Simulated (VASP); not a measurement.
# Zn8O6F (a cell with a defect) in VASP: further runs, part 2 of 2

VASP 6.6.1. The steps go on from the part before.

**3. Single point, PBE+D3(BJ)**

The input, INCAR:

```
PREC = Accurate
ENCUT = 520
EDIFF = 1E-6
ISMEAR = -1
SIGMA = 0.05
LREAL = Auto
LASPH = True
NELM = 80
ALGO = Normal
ISIF = 2
LWAVE = False
LCHARG = True
GGA = PE
IVDW = 12
LELF = True
LVHAR = True
NELECT = 138.0
NBANDS = 82
```

The input, KPOINTS:

```
Automatic mesh
0
Gamma
  2 3 3
```

The input, POSCAR:

```
Zn8O6F
1.0
   -3.2494000000     -5.6281260000      0.0000000000
    4.8741000000     -2.8140630000      0.0000000000
    0.0000000000      0.0000000000      5.2054000000
Zn O F
8 6 1
Direct
    0.5234490847      0.3614036347      0.0098100050
    0.5066750117      0.6641781627      0.5051728974
    0.2353626462      0.8012288181      0.0087952895
    0.2268002817      0.1871487731      0.3862064395
   -0.0058734926      0.3348954008      0.0487293964
    0.0130132587      0.6638407671      0.5079135129
    0.7484759889      0.8427411990      0.0090732701
    0.7515348086      0.1507515659      0.5117320475
    0.5123209747      0.3281507920      0.3819412533
    0.4939631440      0.6809308057      0.8833079110
    0.2578988587      0.8321077843      0.3795938833
   -0.0128152483      0.6583480299      0.8820409575
    0.7621349961      0.8235193074      0.3876973912
    0.7488310717      0.1743601248      0.8856212779
    0.1783852345      0.2079926511      0.7609918546
```

Potentials or basis: VASP PAW PBE potentials, release 64 (Zn, O, F).

Run with:

```bash
cat potpaw_PBE.64/Zn/POTCAR potpaw_PBE.64/O/POTCAR potpaw_PBE.64/F/POTCAR > POTCAR
mpirun -np 1 vasp_std > vasp.out
```

OUTCAR:

```text
PREC = Accurate
   ENCUT = 520
   EDIFF = 1E-6
   ISMEAR = -1
   LREAL = Auto
   LASPH = True
   NELM = 80
   ISIF = 2
   GGA = PE
   IVDW = 12
   NELECT = 138.0
 IVDW          = 12

 ion  position               nearest neighbor table
   1  0.523  0.361  0.010-  14 1.92  10 1.92   9 1.95   4 2.92
   2  0.507  0.664  0.505-  10 1.97  13 1.98  11 1.98   9 2.00
   3  0.235  0.801  0.009-  12 1.92  10 1.93  11 1.94   4 2.93
   4  0.227  0.187  0.386-  15 1.98  11 2.01   9 2.02   5 2.46   1 2.92   3 2.93
   5  0.994  0.335  0.049-  12 2.02  14 2.02  15 2.05   4 2.46   6 3.03
   6  0.013  0.664  0.508-  12 1.95  13 1.96  11 1.97   5 3.03
   7  0.748  0.843  0.009-  14 1.97  13 1.98  12 1.98  10 2.00
   8  0.752  0.151  0.512-  14 1.95  13 1.95   9 1.97
   9  0.512  0.328  0.382-   1 1.95   8 1.97   2 2.00   4 2.02
  10  0.494  0.681  0.883-   1 1.92   3 1.93   2 1.97   7 2.00
  11  0.258  0.832  0.380-   3 1.94   6 1.97   2 1.98   4 2.01
  12  0.987  0.658  0.882-   3 1.92   6 1.95   7 1.98   5 2.02
  13  0.762  0.824  0.388-   8 1.95   6 1.96   7 1.98   2 1.98
  14  0.749  0.174  0.886-   1 1.92   8 1.95   7 1.97   5 2.02
  15  0.178  0.208  0.761-   4 1.98   5 2.05

  LATTYP: Found a simple orthorhombic cell.
 ALAT       =     5.2054000000
 B/A-ratio  =     1.0812091137
 C/A-ratio  =     1.2484727575

  Lattice vectors:

 A1 = (   0.0000000000,   0.0000000000,  -5.2054000000)
 A2 = (   4.8741000000,  -2.8140630000,   0.0000000000)
 A3 = (  -3.2494000000,  -5.6281260000,   0.0000000000)

Analysis of symmetry for initial positions (statically):
=====================================================================
 Subroutine PRICEL returns:
 Original cell was already a primitive cell.

 Routine SETGRP: Setting up the symmetry group for a
 simple orthorhombic supercell.

 Subroutine GETGRP returns: Found  1 space group operations
 (whereof  1 operations were pure point group operations)
 out of a pool of  8 trial point group operations.

The static configuration has the point symmetry C_1 .

[... 158 lines left out ...]
   NGX = 25   NGY = 21   NGZ = 19

 number of electron     137.9999990 magnetization

 Free energy of the ion-electron system (eV)
  ---------------------------------------------------
  ext. energy  EPLUGINS =         0.00000000
  ---------------------------------------------------
  free energy    TOTEN  =       -61.68405611 eV

  energy without entropy =      -61.68405277  energy(sigma->0) =      -61.68405444

 E-fermi :   1.8097     XC(G=0): -10.6215

 val. band max:        1.1928911903   @ k =   0.5000   0.3333   0.3333
 cond. band min:       2.3424150222   @ k =   0.5000   0.0000   0.0000
 fundamental gap:      1.1495238318
 Fermi energy:         1.8096589963

 k-point     1 :       0.0000    0.0000    0.0000
  band No.  band energies     occupation
      1     -21.4681      2.00000
      2     -17.1170      2.00000
      3     -16.6232      2.00000
      4     -16.5736      2.00000
      5     -16.5121      2.00000
      6     -16.3887      2.00000
[... 829 lines left out ...]
     80       9.2445      0.00000
     81       9.6897      0.00000
 [bands above 81 left out]

------------------------ aborting loop because EDIFF is reached ----------------------------------------

 Edisp (eV)   -3.32488

 E8    (eV) :    -1.2692

  FORCE on cell =-STRESS in cart. coord.  units (eV):
  Direction    XX          YY          ZZ          XY          YZ          ZX
  --------------------------------------------------------------------------------------
  -------------------------------------------------------------------------------------
  Total      -5.45525    -5.87093    -2.84328     0.83344     0.50566     0.77494
  in kB     -45.90646   -49.40445   -23.92652     7.01352     4.25514     6.52116
  external pressure =      -39.75 kB  Pullay stress =        0.00 kB

 VOLUME and BASIS-vectors are now :
 -----------------------------------------------------------------------------
  energy-cutoff  :      520.00
  volume of cell :      190.39
      direct lattice vectors                 reciprocal lattice vectors
    -3.249400000 -5.628126000  0.000000000    -0.076937281 -0.133259277  0.000000000
     4.874100000 -2.814063000  0.000000000     0.153874561 -0.088839518  0.000000000
     0.000000000  0.000000000  5.205400000     0.000000000  0.000000000  0.192108195

 POSITION                                       TOTAL-FORCE (eV/Angst)
 -----------------------------------------------------------------------------------
      0.06062     -3.96305      0.05107        -0.001748      0.023105     -0.087455
      1.59088     -4.72067      2.62963         0.066477      0.010722     -0.090083
      3.14048     -3.57936      0.04578         0.034376     -0.022337     -0.111675
      0.17522     -1.80311      2.01036         0.241368      0.151349      0.259477
     -1.59800     -6.53749      0.25366         0.168800      0.084921      0.196630
      3.19334     -1.94133      2.64389        -0.166094      0.125530     -0.169023
      1.67551     -6.58404      0.04723         0.009201      0.003953     -0.043531
     -1.70726     -4.65396      2.66377         0.063207     -0.133760     -0.161698
     -0.06530     -3.80684      1.98816         0.074984      0.124447     -0.073636
      1.71384     -4.69627      4.59797         0.012106     -0.021566     -0.095109
      3.21776     -3.79309      1.97594         0.125154     -0.012936     -0.081333
      0.00110     -7.40863      4.59138        -0.008832      0.029516     -0.111888
      1.53743     -6.60683      2.01812         0.025299      0.014672     -0.041241
     -1.58340     -4.70518      4.61001        -0.023481     -0.026328     -0.113592
      0.43413     -1.58928      3.96127        -0.620816     -0.351287      0.724157
 -----------------------------------------------------------------------------------
    total drift:                               -0.000919      0.003130     -0.012616

  FREE ENERGIE OF THE ION-ELECTRON SYSTEM (eV)
  ---------------------------------------------------
  free  energy   TOTEN  =       -65.0089317839 eV

  energy  without entropy=      -65.0089284504  energy(sigma->0) =      -65.00893012
```

stdout:

```text
POSCAR found type information on POSCAR ZnO F
 POSCAR found :  3 types and      15 ions
 scaLAPACK will be used
 LDA part: xc-table for (Slater+PW92), standard interpolation
 POSCAR, INCAR and KPOINTS ok, starting setup
 FFT: planning ... GRIDC
 FFT: planning ... GRID_SOFT
 FFT: planning ... GRID
 WAVECAR not read
 entering main loop
 the old and the new charge density differ
 old charge density:   139.00000 new  138.00000
    0.260E+01
```

Wall time 2.1 min (1 thread of Intel Xeon 6975P-C (Granite Rapids), shared host); peak memory 0.32 GiB.

Results:

| Quantity | Value |
| --- | --- |
| Free energy | -65.0089 eV |
| Largest force | 1.016 eV/Å |
| Dispersion energy per atom | -0.222 eV |

Forces on the atoms (eV/Å):
```
Zn  -0.002  0.023 -0.087
Zn   0.066  0.011 -0.090
Zn   0.034 -0.022 -0.112
Zn   0.241  0.151  0.259
Zn   0.169  0.085  0.197
Zn  -0.166  0.126 -0.169
Zn   0.009  0.004 -0.044
Zn   0.063 -0.134 -0.162
O    0.075  0.124 -0.074
O    0.012 -0.022 -0.095
O    0.125 -0.013 -0.081
O   -0.009  0.030 -0.112
O    0.025  0.015 -0.041
O   -0.023 -0.026 -0.114
F   -0.621 -0.351  0.724
```

Caveat: the k points lie up to 0.48 Å⁻¹ apart; the cell carries a net charge on a neutralising background, which shifts energy and pressure; the cell is charged against a uniform background, so pressure and absolute levels hang on convention.

**4. Single point, PBE+D3(BJ)**

The input, INCAR:

```
SYSTEM = Zn8O6F
ALGO = Normal
EDIFF = 1E-6
ENCUT = 520
GGA = PE
ISIF = 2
ISMEAR = -1
IVDW = 12
LASPH = .True.
LCHARG = .False.
LREAL = Auto
LWAVE = .False.
NBANDS = 82
NELECT = 138.0
NELM = 80
PREC = Accurate
SIGMA = 0.05
```

The input, KPOINTS:

```
k-points
0
Gamma
  2 3 3
  0 0 0
```

The input, POSCAR:

```
Zn8O6F
1.0
   -3.2494000000     -5.6281260000      0.0000000000
    4.8741000000     -2.8140630000      0.0000000000
    0.0000000000      0.0000000000      5.2054000000
Zn O F
8 6 1
Direct
    0.5231906180      0.3459376283      0.0044724709
    0.4991900510      0.6755255640      0.4949780997
    0.2464651374      0.8046970348      0.0071694778
    0.2178495475      0.1894407828      0.4509933915
   -0.0180948545      0.3463085656      0.0740600146
    0.0016294762      0.6368976468      0.4948774350
    0.7556531671      0.8357498618     -0.0026651170
    0.7616852547      0.1684540873      0.4976403350
    0.4970854843      0.3294952038      0.3829719138
    0.5014909953      0.6712502493      0.8778224536
    0.2412030658      0.8431967423      0.3835853152
   -0.0001543303      0.6475223157      0.8769306874
    0.7591233227      0.8310923708      0.3820534445
    0.7654405828      0.1720302476      0.8800670458
    0.2482422719      0.1690684307      0.8711432359
```

Run with:

```bash
cat potpaw_PBE.64/Zn/POTCAR potpaw_PBE.64/O/POTCAR potpaw_PBE.64/F/POTCAR > POTCAR
mpirun -np 1 vasp_std > vasp.out
```

It took 2 min on 1 thread of Intel Xeon 6975P-C (Granite Rapids), shared host; peak memory 0.32 GiB.

Results (log left out):

```yaml
Free_energy: -65.8187 eV
Largest_force: 0.052 eV/Å
Dispersion_energy_per_atom: -0.222 eV
```

Forces on the atoms (eV/Å):
```
Zn  -0.007  0.027 -0.011
Zn  -0.001 -0.002 -0.002
Zn   0.021 -0.015 -0.014
Zn   0.044  0.011  0.019
Zn  -0.017 -0.006  0.045
Zn  -0.042  0.021 -0.021
Zn  -0.003  0.002 -0.001
Zn   0.007 -0.033 -0.015
O    0.008  0.002  0.016
O    0.004 -0.012 -0.009
O    0.007  0.009  0.009
O   -0.003  0.012 -0.003
O   -0.011 -0.006 -0.009
O   -0.017 -0.006 -0.004
F    0.010 -0.003  0.001
```

Levels at points of the mesh, in eV from the Fermi level:
| k point | band 66 | band 67 | band 68 | band 69 | band 70 | band 71 | band 72 | band 73 |
| --- | --- | --- | --- | --- | --- | --- | --- | --- |
| (0.00, 0.00, 0.00) | -1.76 | -1.41 | -1.25 | -1.09 | 1.84 | 2.89 | 3.40 | 3.91 |
| (0.50, 0.00, 0.00) | -1.86 | -1.35 | -1.33 | -0.79 | 0.71 | 3.55 | 3.82 | 3.88 |

Caveat: the k points lie up to 0.48 Å⁻¹ apart; the cell carries a net charge on a neutralising background, which shifts energy and pressure; the cell is charged against a uniform background, so pressure and absolute levels hang on convention.
